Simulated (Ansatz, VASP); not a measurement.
## BiS: VASP beside Ansatz

```
Bi S
1.0
     2.10927    1.21779    3.50049
    -2.10927    1.21779    3.50049
     0.00000   -2.43558    3.50049
Bi S
1 1
Direct
  0.00000 0.00000 0.00000
  0.50000 0.50000 0.50000
```

Alike in both runs: functional PBEsol-based screened hybrid with a share of 0.25 of exact exchange and HFSCREEN = 0.207; k mesh 4 × 4 × 4; occupations fermi-dirac, width 0.05 eV; no spin polarisation.

```csv
,VASP,Ansatz
version,VASP 6.6.1,Ansatz 0.2.0
potentials or method,"VASP PAW PBE potentials, release 64 (Bi_d, S)",Ansatz PAW
plane-wave cutoff (eV),520,420
valence electrons in the cell,21,21
task,single point,band structure
```

```csv
,VASP,Ansatz,Ansatz less VASP
gap on the k mesh at the Fermi level (eV),none,none,-
pressure (GPa),-5.2,-5.1,+0.05
"traceless stress, the component that is largest in VASP (GPa)",-0.07,-0.07,0.000
```

VASP's potentials were made for PBE, not for PBEsol-based screened hybrid. A gap of «none» marks a metal or a gap that the smearing closes. The functional is the same, so the differences come from potentials, cutoffs and numerics.

The k mesh is coarse, so the values compare programs but aren't converged. Neither program's run includes spin-orbit coupling.
